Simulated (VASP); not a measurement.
# SnO2 (Cassiterite) (P4_2/mnm) in VASP: a series of runs, part 2 of 2

VASP 6.6.1.

## (5) Single point, PBE+D4

This run uses another cell than the first one, of 11.92 Å³/atom, 1.136 times its volume.

Input file INCAR:

```
SYSTEM = SnO2
PREC = Accurate
ENCUT = 520
EDIFF = 1E-6
ISMEAR = 0
SIGMA = 0.01
LREAL = .FALSE.
LASPH = .TRUE.
NELM = 80
ALGO = Normal
ISIF = 2
LWAVE = .FALSE.
LCHARG = .FALSE.
GGA = PE
IVDW = 13
NBANDS = 35
```

Input file KPOINTS:

```
Automatic mesh
0
G
  4 4 6
  0 0 0
```

Input file POSCAR:

```
SnO2
1.0
    4.7380000000      0.0000000000      0.0000000000
    0.0000000000      4.7380000000      0.0000000000
    0.0000000000      0.0000000000      3.1865000000
Sn O
2 4
Direct
    0.0000000000      0.0000000000      0.0000000000
    0.5000000000      0.5000000000      0.5000000000
    0.3071000000      0.3071000000      0.0000000000
    0.1929000000      0.8071000000      0.5000000000
    0.6929000000      0.6929000000      0.0000000000
    0.8071000000      0.1929000000      0.5000000000
```

Potentials or basis: VASP PAW PBE potentials, release 64 (Sn_d, O).

Started as:

```sh
$ cat potpaw_PBE.64/Sn_d/POTCAR potpaw_PBE.64/O/POTCAR > POTCAR
$ mpirun -np 1 vasp_std > vasp.out
```

OUTCAR:

```text
SYSTEM = SnO2
   PREC = Accurate
   ENCUT = 520
   EDIFF = 1E-6
   ISMEAR = 0
   LREAL = .FALSE.
   LASPH = .TRUE.
   NELM = 80
   ISIF = 2
   GGA = PE
   IVDW = 13

 ion  position               nearest neighbor table
   1  0.000  0.000  0.000-   4 2.05   6 2.05   4 2.05   6 2.05   5 2.06   3 2.06   2 3.71   2 3.71
                             2 3.71   2 3.71   2 3.71   2 3.71   2 3.71   2 3.71
   2  0.500  0.500  0.500-   3 2.05   5 2.05   3 2.05   5 2.05   4 2.06   6 2.06   1 3.71   1 3.71
                             1 3.71   1 3.71   1 3.71   1 3.71   1 3.71   1 3.71
   3  0.307  0.307  0.000-   2 2.05   2 2.05   1 2.06
   4  0.193  0.807  0.500-   1 2.05   1 2.05   2 2.06
   5  0.693  0.693  0.000-   2 2.05   2 2.05   1 2.06
   6  0.807  0.193  0.500-   1 2.05   1 2.05   2 2.06

  LATTYP: Found a simple tetragonal cell.
 ALAT       =     4.7380000000
 C/A-ratio  =     0.6725411566

  Lattice vectors:

 A1 = (   4.7380000000,   0.0000000000,   0.0000000000)
 A2 = (   0.0000000000,   4.7380000000,   0.0000000000)
 A3 = (   0.0000000000,   0.0000000000,   3.1865000000)

Analysis of symmetry for initial positions (statically):
=====================================================================
 Subroutine PRICEL returns:
 Original cell was already a primitive cell.

 Routine SETGRP: Setting up the symmetry group for a
 simple tetragonal supercell.

 Subroutine GETGRP returns: Found 16 space group operations
 (whereof  8 operations were pure point group operations)
 out of a pool of 16 trial point group operations.

The static configuration has the point symmetry D_2h.
 The point group associated with its full space group is D_4h.

Analysis of symmetry for dynamics (positions and initial velocities):
=====================================================================
 Subroutine PRICEL returns:
 Original cell was already a primitive cell.

 Routine SETGRP: Setting up the symmetry group for a
 simple tetragonal supercell.

 Subroutine GETGRP returns: Found 16 space group operations
 (whereof  8 operations were pure point group operations)
 out of a pool of 16 trial point group operations.

The dynamic configuration has the point symmetry D_2h.
 The point group associated with its full space group is D_4h.

 Subroutine INISYM returns: Found 16 space group operations
 (whereof  8 operations are pure point group operations),
 and found     1 'primitive' translations

----------------------------------------------------------------------------------------

                                     Primitive cell

  volume of cell :      71.5326

  direct lattice vectors                    reciprocal lattice vectors
     4.738000000  0.000000000  0.000000000     0.211059519  0.000000000  0.000000000
     0.000000000  4.738000000  0.000000000     0.000000000  0.211059519  0.000000000
     0.000000000  0.000000000  3.186500000     0.000000000  0.000000000  0.313823945

  length of vectors
     4.738000000  4.738000000  3.186500000     0.211059519  0.211059519  0.313823945

  position of ions in fractional coordinates (direct lattice)
     0.000000000  0.000000000  0.000000000
     0.500000000  0.500000000  0.500000000
     0.307100000  0.307100000  0.000000000
     0.192900000  0.807100000  0.500000000
     0.692900000  0.692900000  0.000000000
     0.807100000  0.192900000  0.500000000

  ion indices of the primitive-cell ions
   primitive index   ion index
                 1           1
[... 38 lines left out ...]
  0.500000  0.250000  0.000000      4.000000
  0.500000  0.500000  0.000000      1.000000
[... 16 lines left out ...]
  0.500000  0.250000  0.500000      4.000000
  0.500000  0.500000  0.500000      1.000000
   k-points           NKPTS =     24   k-points in BZ     NKDIM =     24   number of bands    NBANDS=     35
   number of dos      NEDOS =    301   number of ions     NIONS =      6
   total plane-waves  NPLWV =  31104
   dimension x,y,z NGX =    36 NGY =   36 NGZ =   24
   dimension x,y,z NGXF=    72 NGYF=   72 NGZF=   48
   ions per type =               2   4
   NGX,Y,Z   is equivalent  to a cutoff of  12.63, 12.63, 12.52 a.u.
   NGXF,Y,Z  is equivalent  to a cutoff of  25.26, 25.26, 25.04 a.u.
 SYSTEM =  SnO2
   PREC   = accura    normal or accurate (medium, high low for compatibility)
   ISTART =      0    job   : 0-new  1-cont  2-samecut
   ICHARG =      2    charge: 1-file 2-atom 10-const
   ISPIN  =      1    spin polarized calculation?
   LNONCOLLINEAR =      F non collinear calculations
   LSORBIT =      F    spin-orbit coupling
   LASPH  =      T    aspherical Exc in radial PAW
   ENCUT  =  520.0 eV  38.22 Ry    6.18 a.u.   8.81  8.81  5.92*2*pi/ulx,y,z
   NELM   =     80;   NELMIN=  2; NELMDL= -5     # of ELM steps
   EDIFF  = 0.1E-05   stopping-criterion for ELM
   LREAL  =      F    real-space projection
   EDIFFG = 0.1E-04   stopping-criterion for IOM
   NSW    =      0    number of steps for IOM
   IBRION =     -1    ionic relax: 0-MD 1-quasi-New 2-CG
   NFREE  =      0    steps in history (QN), initial steepest desc. (CG)
   ISIF   =      2    stress and relaxation
   ISYM   =      2    0-nonsym 1-usesym 2-fastsym
   POTIM  = 0.5000    time-step for ionic-motion
   TEBEG  =    0.0;   TEEND  =   0.0 temperature during run
   PSTRESS=    0.0 pullay stress
   NELECT =      52.0000    total number of electrons
   NUPDOWN=      -1.0000    fix difference up-down
   EMIN   =  10.00;   EMAX   =-10.00  energy-range for DOS
   EFERMI =   0.00;   METHOD = LEGACY
   ISMEAR =     0;   SIGMA  =   0.01  broadening in eV -4-tet -1-fermi 0-gaus
   EFERMI_NEDOS =   21; number of points for ismear=-14 and -15
   IALGO  =     38    algorithm
   IMIX   =      4    mixing-type and parameters
     AMIX     =   0.40;   BMIX     =  1.00
     AMIX_MAG =   1.60;   BMIX_MAG =  1.00
  volume/ion in A,a.u.               =      11.92        80.45
  Fermi-wavevector in a.u.,A,eV,Ry     =   1.472000  2.781677 29.480903  2.166785
  Thomas-Fermi vector in A             =   2.587068
   LORBIT       =      0    0 simple, 1 ext, 2 COOP (PROOUT), +10 PAW based schemes
   GGA     = PE    functional components
   LHFCALC =     F    Hartree Fock is set to
   AEXX    =    0.0000 exact exchange contribution
   IVDW    =    13    specifies the selected vdW correction
   LEPSILON=     F    determine dielectric tensor
   LRPA    =     F    only Hartree local field effects (RPA)
 non-spin polarized calculation
 Gauss-broadening in eV      SIGMA  =   0.01
  energy-cutoff  :      520.00
  volume of cell :       71.53
 maximum number of plane-waves:      1992
 NGX is ok and might be reduce to    36
   NGX = 17   NGY = 17   NGZ = 11

 number of electron      51.9999993 magnetization

 Free energy of the ion-electron system (eV)
  ---------------------------------------------------
  ext. energy  EPLUGINS =         0.00000000
  ---------------------------------------------------
  free energy    TOTEN  =       -37.15833262 eV

  energy without entropy =      -37.15833262  energy(sigma->0) =      -37.15833262

 E-fermi :   6.2453     XC(G=0): -11.2574

 val. band max:        6.1439704116   @ k =   0.0000   0.0000   0.0000
 cond. band min:       7.4160197355   @ k =   0.0000   0.0000   0.0000
 fundamental gap:      1.2720493239
 Fermi energy:         6.2453380284

 k-point     1 :       0.0000    0.0000    0.0000
  band No.  band energies     occupation
      1     -14.9633      2.00000
      2     -14.1853      2.00000
      3     -13.9020      2.00000
      4     -13.8801      2.00000
      5     -13.8801      2.00000
      6     -13.8001      2.00000
[... 901 lines left out ...]
     34      17.3599      0.00000
     35      19.3410      0.00000

------------------------ aborting loop because EDIFF is reached ----------------------------------------

  DFT-D4 for vdW energy calculation

  Edisp (eV):   -1.62121

  FORCE on cell =-STRESS in cart. coord.  units (eV):
  Direction    XX          YY          ZZ          XY          YZ          ZX
  --------------------------------------------------------------------------------------
  -------------------------------------------------------------------------------------
  Total       3.14650     3.14650     4.63771     0.00000     0.00000     0.00000
  in kB      70.47477    70.47477   103.87489     0.00000     0.00000     0.00000
  external pressure =       81.61 kB  Pullay stress =        0.00 kB

 VOLUME and BASIS-vectors are now :
 -----------------------------------------------------------------------------
  energy-cutoff  :      520.00
  volume of cell :       71.53
      direct lattice vectors                 reciprocal lattice vectors
     4.738000000  0.000000000  0.000000000     0.211059519  0.000000000  0.000000000
     0.000000000  4.738000000  0.000000000     0.000000000  0.211059519  0.000000000
     0.000000000  0.000000000  3.186500000     0.000000000  0.000000000  0.313823945

 POSITION                                       TOTAL-FORCE (eV/Angst)
 -----------------------------------------------------------------------------------
      0.00000      0.00000      0.00000         0.000000     -0.000000      0.000000
      2.36900      2.36900      1.59325         0.000000     -0.000000      0.000000
      1.45504      1.45504      0.00000        -0.210581     -0.210581      0.000000
      0.91396      3.82404      1.59325         0.210581     -0.210581      0.000000
      3.28296      3.28296      0.00000         0.210581      0.210581      0.000000
      3.82404      0.91396      1.59325        -0.210581      0.210581      0.000000
 -----------------------------------------------------------------------------------
    total drift:                               -0.000000      0.000000      0.000000

  FREE ENERGIE OF THE ION-ELECTRON SYSTEM (eV)
  ---------------------------------------------------
  free  energy   TOTEN  =       -38.7795393709 eV

  energy  without entropy=      -38.7795393709  energy(sigma->0) =      -38.77953937
```

stdout:

```text
POSCAR found type information on POSCAR SnO
 POSCAR found :  2 types and       6 ions
 scaLAPACK will be used
 LDA part: xc-table for (Slater+PW92), standard interpolation
 POSCAR, INCAR and KPOINTS ok, starting setup
 FFT: planning ... GRIDC
 FFT: planning ... GRID_SOFT
 FFT: planning ... GRID
 WAVECAR not read
 entering main loop
```

Run time: 48 s. Hardware: 1 thread of AMD EPYC 7R13 (Zen 3), shared host; peak memory 0.16 GiB.

Results:

```
Free energy                : -38.7795 eV
Pressure                   : 8.2 GPa
Largest force              : 0.298 eV/Å
Band gap on the k mesh     : 1.27 eV, direct
Dispersion energy per atom : -0.270 eV
```

Forces in eV/Å, atoms in the order of the input:
```
Sn   0.000  0.000  0.000
Sn   0.000  0.000  0.000
O   -0.211 -0.211  0.000
O    0.211 -0.211  0.000
O    0.211  0.211  0.000
O   -0.211  0.211  0.000
```

Caveat: spin-orbit coupling is left out, which moves the levels of the heavy elements.

## (6) Single point, PBE+D4

This run uses another cell than the first one, of 12.40 Å³/atom, 1.182 times its volume.

Input file INCAR:

```
ALGO = Normal
EDIFF = 1E-6
ENCUT = 520
GGA = PE
ISIF = 2
ISMEAR = 0
IVDW = 13
LASPH = T
LCHARG = T
LELF = T
LREAL = F
LVHAR = T
LWAVE = F
NBANDS = 35
NELM = 80
PREC = Accurate
SIGMA = 0.01
```

Input file KPOINTS:

```
k-points
0
Gamma
  4 4 6
```

POSCAR: that of step 5 with these lines changed.

```diff
@@ -2,5 +2,5 @@
 1.0
-    4.7380000000      0.0000000000      0.0000000000
-    0.0000000000      4.7380000000      0.0000000000
-    0.0000000000      0.0000000000      3.1865000000
+    4.8003492553      0.0000000000      0.0000000000
+    0.0000000000      4.8003492553      0.0000000000
+    0.0000000000      0.0000000000      3.2284324403
 Sn O
```

Potentials or basis: VASP PAW PBE potentials, release 64 (Sn_d, O).

Started as:

```sh
$ cat potpaw_PBE.64/Sn_d/POTCAR potpaw_PBE.64/O/POTCAR > POTCAR
$ mpirun -np 1 vasp_std > vasp.out
```

It took 48 s on 1 thread of AMD EPYC 7R13 (Zen 3), shared host; peak memory 0.17 GiB.

The run converged. Its results:

* Free energy: -38.8533 eV
* Pressure: 0.0 GPa
* Largest force: 0.141 eV/Å
* Band gap on the k mesh: 0.83 eV, direct
* Dispersion energy per atom: -0.260 eV

Forces in eV/Å, atoms in the order of the input:
```
Sn   0.000  0.000  0.000
Sn   0.000  0.000  0.000
O   -0.099 -0.099  0.000
O    0.099 -0.099  0.000
O    0.099  0.099  0.000
O   -0.099  0.099  0.000
```

Stress tensor (GPa, compression positive):
```
-0.30  0.00  0.00
 0.00 -0.30  0.00
 0.00  0.00  0.46
```

Levels at points of the mesh, in eV from the valence-band top:
| k point | band 23 | band 24 | band 25 | band 26 | band 27 | band 28 | band 29 | band 30 |
| --- | --- | --- | --- | --- | --- | --- | --- | --- |
| (0.00, 0.00, 0.00) | -1.25 | -0.75 | -0.75 | 0.00 | 0.83 | 5.78 | 6.13 | 6.13 |
| (0.50, 0.00, 0.00) | -1.20 | -1.20 | -0.61 | -0.61 | 4.02 | 4.02 | 6.86 | 6.86 |
| (0.50, 0.50, 0.00) | -1.33 | -1.33 | -0.86 | -0.86 | 4.40 | 4.40 | 7.24 | 7.24 |
| (0.00, 0.00, 0.50) | -1.56 | -1.56 | -1.20 | -1.20 | 5.76 | 5.76 | 9.49 | 9.49 |
| (0.50, 0.00, 0.50) | -1.04 | -1.04 | -0.73 | -0.73 | 6.03 | 6.03 | 7.74 | 7.74 |
| (0.50, 0.50, 0.50) | -0.93 | -0.93 | -0.79 | -0.79 | 4.52 | 4.52 | 8.67 | 8.67 |

Caveat: spin-orbit coupling is left out, which moves the levels of the heavy elements. PBE gaps usually lie below the measured ones, often by a third to a half.

## (7) Summary

| cell | gap on the mesh (eV) | pressure (GPa) | largest force (eV/Å) |
| --- | --- | --- | --- |
| a = 4.540, b = 4.540, c = 3.054 Å, 6 atoms | 2.88 | 47.2 | 0.94 |
| a = 4.608, b = 4.608, c = 3.099 Å, 6 atoms | 2.30 | 31.2 | 0.69 |
| a = 4.674, b = 4.674, c = 3.143 Å, 6 atoms | 1.76 | 18.4 | 0.48 |
| a = 4.738, b = 4.738, c = 3.187 Å, 6 atoms | 1.27 | 8.2 | 0.30 |
| a = 4.800, b = 4.800, c = 3.228 Å, 6 atoms | 0.83 | 0.0 | 0.14 |

Alike in all rows: task single point; level PBE+D4; potentials or basis VASP PAW PBE potentials, release 64 (Sn_d, O); no spin polarisation; k mesh 4 × 4 × 6; cutoff (eV) 520; smearing gaussian 0.01 eV.

Caveats: spin-orbit coupling is left out, which moves the levels of the heavy elements.

Total energies depend on the potentials used, so only differences within one code and one set of settings carry meaning.
